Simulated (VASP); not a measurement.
A run of VASP 6.6.1 is set up as follows.

Contents of INCAR:

```
SYSTEM = GeW
PREC = Accurate
ENCUT = 520
EDIFF = 1E-6
ISMEAR = 0
SIGMA = 0.1
LREAL = .False.
LASPH = .True.
NELM = 100
ALGO = Normal
ISIF = 2
LWAVE = .False.
LCHARG = .False.
GGA = PE
NBANDS = 21
```

The input KPOINTS:

```
Automatic mesh
0
Gamma
  6 6 6
  0 0 0
```

File POSCAR:

```
GeW
1.0
    3.1888333842      0.0000000000      0.0000000000
   -1.5944166921      2.7616107192      0.0000000000
    0.0000000000      0.0000000000      3.6494861164
Ge W
1 1
Direct
    0.0000000000      0.0000000000      0.0000000000
    0.6666666667      0.3333333333      0.5000000000
```

Potentials or basis: VASP PAW PBE potentials, release 64 (Ge_d, W_sv).

Launch:

```sh
$ cat potpaw_PBE.64/Ge_d/POTCAR potpaw_PBE.64/W_sv/POTCAR > POTCAR
$ mpirun -np 1 vasp_std > vasp.out
```

Problem. Predict the pressure.

Solution. 0.4 GPa.

Problem. Estimate the band gap on the k mesh.

Solution. Zero (band 14 reaches 10.13 eV, above the bottom of band 15 at 9.28 eV).

Caveat: the k points lie up to 0.38 Å⁻¹ apart; spin-orbit coupling is left out, which moves the levels of the heavy elements.
